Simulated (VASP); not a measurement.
# AlN (Fm-3m) in VASP: notebook

AlN is run at these levels: HSE06; tasks: single point.

All numbers are computed with VASP 6.6.1; they aren't measurements. Logs are shortened: lines on timing, memory, paths and dates and some standing lists are left out, and cuts for length are marked.

## 1. The cell of the first run

Symmetry: Fm-3m, No. 225, cubic system. Conventional cell: a = 3.917 Å, b = 3.917 Å, c = 3.917 Å, α = 90.00°, β = 90.00°, γ = 90.00°. Within 2.6 Å of Al (site symmetry m-3m) lie 6 N at 1.96 Å. Within 2.6 Å of N (site symmetry m-3m) lie 6 Al at 1.96 Å.

## 2. Single point, HSE06 (strain -3.0%)

POSCAR

```
AlN
1.0
    0.0000000000      1.9583023921      1.9583023921
    1.9583023921      0.0000000000      1.9583023921
    1.9583023921      1.9583023921      0.0000000000
Al N
1 1
Direct
    0.0000000000      0.0000000000      0.0000000000
    0.5000000000      0.5000000000      0.5000000000
```

INCAR.step1

```
SYSTEM = AlN
PREC = Accurate
ENCUT = 520
EDIFF = 1E-5
ISMEAR = 0
SIGMA = 0.01
LREAL = .False.
LASPH = .True.
NELM = 100
ALGO = Normal
ISIF = 2
LWAVE = .True.
LCHARG = .False.
GGA = PE
NBANDS = 11
```

INCAR.step2

```
SYSTEM = AlN
PREC = Accurate
ENCUT = 520
EDIFF = 1E-6
ISMEAR = 0
SIGMA = 0.01
LREAL = .False.
LASPH = .True.
NELM = 100
ALGO = Normal
ISIF = 2
LWAVE = .False.
LCHARG = .False.
GGA = PE
LHFCALC = .True.
HFSCREEN = 0.2079
PRECFOCK = Normal
ISTART = 1
NBANDS = 11
```

KPOINTS

```
Automatic mesh
0
Gamma
  8 8 8
  0 0 0
```

Potentials or basis: VASP PAW PBE potentials, release 64 (Al, N).

The run is started by

```console
$ cat potpaw_PBE.64/Al/POTCAR potpaw_PBE.64/N/POTCAR > POTCAR
$ cp INCAR.step1 INCAR
$ mpirun -np 1 vasp_std > vasp.out
$ cp INCAR.step2 INCAR
$ mpirun -np 1 vasp_std > vasp.out
```

OUTCAR:

```text
SYSTEM = AlN
   PREC = Accurate
   ENCUT = 520
   EDIFF = 1E-6
   ISMEAR = 0
   LREAL = .False.
   LASPH = .True.
   NELM = 100
   ISIF = 2
   GGA = PE
   LHFCALC = .True.
   HFSCREEN = 0.2079
   PRECFOCK = Normal
   ISTART = 1

 ion  position               nearest neighbor table
   1  0.000  0.000  0.000-   2 1.96   2 1.96   2 1.96   2 1.96   2 1.96   2 1.96
   2  0.500  0.500  0.500-   1 1.96   1 1.96   1 1.96   1 1.96   1 1.96   1 1.96

  LATTYP: Found a face centered cubic cell.
 ALAT       =     3.9166047842

  Lattice vectors:

 A1 = (   0.0000000000,   1.9583023921,   1.9583023921)
 A2 = (   1.9583023921,   0.0000000000,   1.9583023921)
 A3 = (   1.9583023921,   1.9583023921,   0.0000000000)

Analysis of symmetry for initial positions (statically):
=====================================================================
 Subroutine PRICEL returns:
 Original cell was already a primitive cell.

 Routine SETGRP: Setting up the symmetry group for a
 face centered cubic supercell.

 Subroutine GETGRP returns: Found 48 space group operations
 (whereof 48 operations were pure point group operations)
 out of a pool of 48 trial point group operations.

The static configuration has the point symmetry O_h .

Analysis of symmetry for dynamics (positions and initial velocities):
=====================================================================
 Subroutine PRICEL returns:
 Original cell was already a primitive cell.

 Routine SETGRP: Setting up the symmetry group for a
 face centered cubic supercell.

 Subroutine GETGRP returns: Found 48 space group operations
 (whereof 48 operations were pure point group operations)
 out of a pool of 48 trial point group operations.

The dynamic configuration has the point symmetry O_h .

 Subroutine INISYM returns: Found 48 space group operations
 (whereof 48 operations are pure point group operations),
 and found     1 'primitive' translations

----------------------------------------------------------------------------------------

                                     Primitive cell

  volume of cell :      15.0200

  direct lattice vectors                    reciprocal lattice vectors
     0.000000000  1.958302392  1.958302392    -0.255323183  0.255323183  0.255323183
     1.958302392  0.000000000  1.958302392     0.255323183 -0.255323183  0.255323183
     1.958302392  1.958302392  0.000000000     0.255323183  0.255323183 -0.255323183

  length of vectors
     2.769457802  2.769457802  2.769457802     0.442232725  0.442232725  0.442232725

  position of ions in fractional coordinates (direct lattice)
     0.000000000  0.000000000  0.000000000
     0.500000000  0.500000000  0.500000000

  ion indices of the primitive-cell ions
   primitive index   ion index
                 1           1
                 2           2

----------------------------------------------------------------------------------------

 KPOINTS: Automatic mesh

Automatic generation of k-mesh.
 Grid dimensions read from file:
 generate k-points for:    8    8    8

 Generating k-lattice:

  Cartesian coordinates                     Fractional coordinates (reciprocal lattice)
    -0.031915398  0.031915398  0.031915398     0.125000000  0.000000000  0.000000000
     0.031915398 -0.031915398  0.031915398     0.000000000  0.125000000  0.000000000
     0.031915398  0.031915398 -0.031915398     0.000000000  0.000000000  0.125000000

  Length of vectors
     0.055279091  0.055279091  0.055279091

  Shift w.r.t. Gamma in fractional coordinates (k-lattice)
     0.000000000  0.000000000  0.000000000

 Subroutine IBZKPT returns following result:
 ===========================================

 Found     29 irreducible k-points:

 Following reciprocal coordinates:
            Coordinates               Weight
  0.000000  0.000000  0.000000      1.000000
  0.125000  0.000000  0.000000      8.000000
  0.250000  0.000000  0.000000      8.000000
  0.375000  0.000000  0.000000      8.000000
  0.500000  0.000000  0.000000      4.000000
  0.125000  0.125000  0.000000      6.000000
[... 16 lines left out ...]
  0.500000  0.250000  0.125000     48.000000
 -0.375000  0.250000  0.125000     24.000000
 [... further k-points ...]
   k-points           NKPTS =     29   k-points in BZ     NKDIM =    512   number of bands    NBANDS=     11
   number of dos      NEDOS =    301   number of ions     NIONS =      2
   total plane-waves  NPLWV =  13824
   dimension x,y,z NGX =    24 NGY =   24 NGZ =   24
   dimension x,y,z NGXF=    48 NGYF=   48 NGZF=   48
   ions per type =               1   1
   NGX,Y,Z   is equivalent  to a cutoff of  14.41, 14.41, 14.41 a.u.
   NGXF,Y,Z  is equivalent  to a cutoff of  28.81, 28.81, 28.81 a.u.
 SYSTEM =  AlN
   PREC   = accura    normal or accurate (medium, high low for compatibility)
   ISTART =      1    job   : 0-new  1-cont  2-samecut
   ICHARG =      0    charge: 1-file 2-atom 10-const
   ISPIN  =      1    spin polarized calculation?
   LNONCOLLINEAR =      F non collinear calculations
   LSORBIT =      F    spin-orbit coupling
   LASPH  =      T    aspherical Exc in radial PAW
   ENCUT  =  520.0 eV  38.22 Ry    6.18 a.u.   5.15  5.15  5.15*2*pi/ulx,y,z
   NELM   =    100;   NELMIN=  2; NELMDL=  0     # of ELM steps
   EDIFF  = 0.1E-05   stopping-criterion for ELM
   LREAL  =      F    real-space projection
   EDIFFG = 0.1E-04   stopping-criterion for IOM
   NSW    =      0    number of steps for IOM
   IBRION =     -1    ionic relax: 0-MD 1-quasi-New 2-CG
   NFREE  =      0    steps in history (QN), initial steepest desc. (CG)
   ISIF   =      2    stress and relaxation
   ISYM   =      3    0-nonsym 1-usesym 2-fastsym
   POTIM  = 0.5000    time-step for ionic-motion
   TEBEG  =    0.0;   TEEND  =   0.0 temperature during run
   PSTRESS=    0.0 pullay stress
   NELECT =       8.0000    total number of electrons
   NUPDOWN=      -1.0000    fix difference up-down
   EMIN   =  10.00;   EMAX   =-10.00  energy-range for DOS
   EFERMI =   0.00;   METHOD = LEGACY
   ISMEAR =     0;   SIGMA  =   0.01  broadening in eV -4-tet -1-fermi 0-gaus
   EFERMI_NEDOS =   21; number of points for ismear=-14 and -15
   IALGO  =     38    algorithm
   IMIX   =      1    mixing-type and parameters
     AMIX     =   0.40;   BMIX     =  1.00
     AMIX_MAG =   1.60;   BMIX_MAG =  1.00
  volume/ion in A,a.u.               =       7.51        50.68
  Fermi-wavevector in a.u.,A,eV,Ry     =   1.327033  2.507729 23.960087  1.761017
  Thomas-Fermi vector in A             =   2.456376
   LORBIT       =      0    0 simple, 1 ext, 2 COOP (PROOUT), +10 PAW based schemes
   GGA     = PE    functional components
   LHFCALC =     T    Hartree Fock is set to
   PRECFOCK=normal    Normal, Fast or Accurate (Low or Medium for compatibility)
   ENCUT4O =  -1.0   cutoff for four orbital integrals eV
   NKREDX  =     1    reduce k-point grid by
   NKREDY  =     1    reduce k-point grid by
   NKREDZ  =     1    reduce k-point grid by
   AEXX    =    0.2500 exact exchange contribution
   HFSCREEN=    0.2079 screening length (either q_TF or 0.3 A-1)
   HFSCREENC=   0.2079 screening length for correlation (either q_TF or 0.3 A-1)
   ENCUTFOCK=  -1.0 apply spherical cutoff to Coloumb kernel
   IVDW    =     0    specifies the selected vdW correction
   LEPSILON=     F    determine dielectric tensor
   LRPA    =     F    only Hartree local field effects (RPA)
 non-spin polarized calculation
 Gauss-broadening in eV      SIGMA  =   0.01
  energy-cutoff  :      520.00
  volume of cell :       15.02
 maximum number of plane-waves:       415
 NGX is ok and might be reduce to    24
  NGX = 16; NGY = 16; NGZ = 16

 number of electron       8.0000000 magnetization

 Free energy of the ion-electron system (eV)
  ---------------------------------------------------
  ext. energy  EPLUGINS =         0.00000000
  ---------------------------------------------------
  free energy    TOTEN  =       -17.02041988 eV

  energy without entropy =      -17.02041988  energy(sigma->0) =      -17.02041988

 E-fermi :  10.4788     XC(G=0): -10.4074

 val. band max:       10.3611872427   @ k =   0.0000   0.0000   0.0000
 cond. band min:      16.8373969000   @ k =   0.5000   0.5000   0.0000
 fundamental gap:      6.4762096573
 Fermi energy:        10.4788359945

 k-point     1 :       0.0000    0.0000    0.0000
  band No.  band energies     occupation
      1      -9.7983      2.00000
      2      10.3612      2.00000
      3      10.3612      2.00000
      4      10.3612      2.00000
      5      19.1317      0.00000
      6      24.5289      0.00000
      7      24.5289      0.00000
      8      24.5289      0.00000
      9      29.9937      0.00000
     10      30.8577      0.00000
     11      30.8577      0.00000

 k-point     2 :       0.1250    0.0000    0.0000
  band No.  band energies     occupation
      1      -9.4235      2.00000
      2       8.7197      2.00000
      3      10.1265      2.00000
      4      10.1265      2.00000
      5      19.9066      0.00000
      6      23.3988      0.00000
      7      25.0642      0.00000
      8      25.0642      0.00000
      9      29.1276      0.00000
     10      29.1276      0.00000
     11      31.9311      0.00000

 k-point     3 :       0.2500    0.0000    0.0000
  band No.  band energies     occupation
      1      -8.3531      2.00000
      2       5.4205      2.00000
      3       9.6178      2.00000
      4       9.6178      2.00000
      5      19.6500      0.00000
      6      24.3218      0.00000
      7      25.1059      0.00000
      8      25.1059      0.00000
      9      29.3294      0.00000
     10      29.3294      0.00000
     11      31.0534      0.00000
[... 267 lines left out ...]
 k-point    23 :       0.5000    0.2500    0.1250
  band No.  band energies     occupation
      1      -6.1032      2.00000
      2       2.8944      2.00000
      3       6.2460      2.00000
      4       8.2954      2.00000
      5      20.9786      0.00000
      6      22.0188      0.00000
      7      23.9131      0.00000
      8      26.6710      0.00000
      9      30.4998      0.00000
     10      33.9340      0.00000
     11      35.9318      0.00000

 k-point    24 :      -0.3750    0.2500    0.1250
  band No.  band energies     occupation
      1      -5.3039      2.00000
      2       1.7028      2.00000
      3       5.9915      2.00000
      4       7.9882      2.00000
      5      21.0808      0.00000
      6      21.3868      0.00000
      7      25.7376      0.00000
      8      26.0301      0.00000
      9      31.6759      0.00000
     10      33.0192      0.00000
     11      36.3090      0.00000

 [... further k-points ...]
[... 5 lines left out ...]
  --------------------------------------------------------------------------------------
  -------------------------------------------------------------------------------------
  Total        2.6797983      2.6797983      2.6797983      0.0000000      0.0000000     -0.0000000
  in kB      285.8534451    285.8534451    285.8534451      0.0000000      0.0000000     -0.0000000
  external PRESSURE =     285.8534451 kB  Pullay stress =       0.0000000 kB

 VOLUME and BASIS-vectors are now :
 -----------------------------------------------------------------------------
  energy-cutoff  :      520.00
  volume of cell :       15.02
      direct lattice vectors                 reciprocal lattice vectors
     0.000000000  1.958302392  1.958302392    -0.255323183  0.255323183  0.255323183
     1.958302392  0.000000000  1.958302392     0.255323183 -0.255323183  0.255323183
     1.958302392  1.958302392  0.000000000     0.255323183  0.255323183 -0.255323183

 POSITION                                       TOTAL-FORCE (eV/Angst)
 -----------------------------------------------------------------------------------
      0.00000      0.00000      0.00000        -0.000000      0.000000     -0.000000
      1.95830      1.95830      1.95830         0.000000     -0.000000      0.000000
 -----------------------------------------------------------------------------------
    total drift:                               -0.000163     -0.000207     -0.000219

  FREE ENERGIE OF THE ION-ELECTRON SYSTEM (eV)
  ---------------------------------------------------
  free  energy   TOTEN  =       -17.0204198842 eV

  energy  without entropy=      -17.0204198842  energy(sigma->0) =      -17.02041988
```

Wall time 17 min (1 thread of Intel Xeon 6975P-C, shared host); peak memory 0.25 GiB.

What came out:

- Free energy: -17.0204 eV
- Pressure: 28.6 GPa
- Band gap on the k mesh: 6.48 eV, indirect (least direct gap 8.77 eV)

Caveat: the cell differs from its parent crystal (strain -3.0%); the PAW data sets were made with another functional, which shifts forces and pressure a little. A k mesh can miss the band edges.

[end of part 1 of 2]
